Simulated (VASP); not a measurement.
**SrO: single point with r2SCAN**

SrO:

```
Sr O
1.0
     4.35377    0.00000    0.00000
    -2.17688    3.77047    0.00000
     0.00000    0.00000    5.24537
Sr O
2 2
Direct
  0.33333 0.66667 0.93750
  0.66667 0.33333 0.43750
  0.33333 0.66667 0.43750
  0.66667 0.33333 0.93750
```

- Program: VASP 6.6.1
- Task: single point
- Functional: r2SCAN
- Potentials or basis: VASP PAW PBE potentials, release 64 (Sr_sv, O)
- Cutoff: 520 eV
- k mesh: 6 × 6 × 4
- Occupations: gaussian, width 0.01 eV
- Spin: no spin polarisation
- Dipole correction: no
- Further INCAR settings: ALGO = Normal; EDIFF = 1e-07; NBANDS = 24

The pressure is -3.5 GPa. The band gap on the k mesh is 2.84 eV.

Stress tensor (GPa, compression positive):
```
-3.40  0.00  0.00
 0.00 -3.40  0.00
 0.00  0.00 -3.80
```

Levels at points of the mesh, in eV from the valence-band top:
```tsv
k point	band 12	band 13	band 14	band 15	band 16	band 17	band 18	band 19	band 20	band 21
(0.00, 0.00, 0.00)	-0.95	-0.84	-0.84	-0.41	0.00	2.84	6.58	6.58	7.37	8.50
(0.50, 0.00, 0.00)	-0.79	-0.40	-0.39	-0.33	-0.25	4.52	5.17	5.53	7.44	8.33
(0.00, 0.00, 0.50)	-1.17	-1.00	-1.00	-1.00	-1.00	4.52	4.52	8.19	8.19	8.19
(0.50, 0.00, 0.50)	-1.52	-0.82	-0.82	-0.43	-0.43	5.16	5.16	7.75	7.75	8.46
```

Run time: 3.1 min on 1 thread of Intel Xeon 8259CL, on a shared host, peak memory 0.22 GiB.

Caveat: the cell stands under tension; the PAW data sets were made with another functional, which shifts forces and pressure a little.
